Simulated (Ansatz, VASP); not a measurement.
**ZrS: VASP beside Ansatz**

Contents of POSCAR:

```
ZrS
1.0
    0.0000000000      2.6516514692      2.5340905666
    2.6516514692      0.0000000000      2.5340905666
    2.6516514692      2.6516514692      0.0000000000
Zr S
1 1
Direct
    0.0000000000      0.0000000000      0.0000000000
    0.5000000000      0.5000000000      0.5000000000
```

File INCAR.step1:

```
SYSTEM = ZrS
PREC = Accurate
ENCUT = 520
ISMEAR = 0
SIGMA = 0.15
LREAL = .False.
LASPH = .True.
NELM = 60
NBANDS = 16
GGA = PE
ALGO = Normal
EDIFF = 1E-4
LWAVE = .True.
LCHARG = .False.
```

The input INCAR.step2:

```
SYSTEM = ZrS
PREC = Accurate
ENCUT = 520
EDIFF = 1E-6
ISMEAR = 0
SIGMA = 0.15
LREAL = .False.
LASPH = .True.
NELM = 60
ALGO = Normal
ISIF = 2
LWAVE = .False.
LCHARG = .False.
METAGGA = R2SCAN
LMIXTAU = .True.
NBANDS = 16
ISTART = 1
```

Contents of KPOINTS:

```
regular mesh
0
Gamma
  20 20 20
  0 0 0
```

Input for Ansatz:

```yaml
crystal:
  lattice:
    - [0.0, 2.6516514692, 2.5340905666]
    - [2.6516514692, 0.0, 2.5340905666]
    - [2.6516514692, 2.6516514692, 0.0]
  atoms:
    - { symbol: Zr, position: [0.0, 0.0, 0.0] }
    - { symbol: S, position: [0.5, 0.5, 0.5] }
basis:
  ecutwfc: 500
kpoints:
  mp_grid: { grid: [20, 20, 20] }
hamiltonian:
  xc: r2scan
scf:
  occupations: { method: gaussian, width: 0.15 }
output:
  forces: true
  stress: true
  eigenvalues: true
```

Change from the starting cell: strain +0.015 along x and y, -0.030 along z, atoms carried along.

Alike in both runs: task single point; functional r2SCAN; k mesh 20 × 20 × 20; occupations gaussian, width 0.15 eV; no spin polarisation.

|  | VASP | Ansatz |
| --- | --- | --- |
| version | VASP 6.6.1 | Ansatz 0.2.0 |
| potentials or method | VASP PAW PBE potentials, release 64 (Zr_sv, S), cutoff 520 eV | scalar-relativistic, plane waves, PAW |
| valence electrons in the cell | 18 | 18 |

```csv
,VASP,Ansatz,Ansatz less VASP
gap on the k mesh at the Fermi level (eV),none,none,-
pressure (GPa),0.8,0.8,+0.01
"traceless stress, the component that is largest in VASP (GPa)",9.47,9.44,-0.031
```

VASP's potentials were made for PBE, not for r2SCAN. A gap of «none» marks a metal or a gap that the smearing closes.
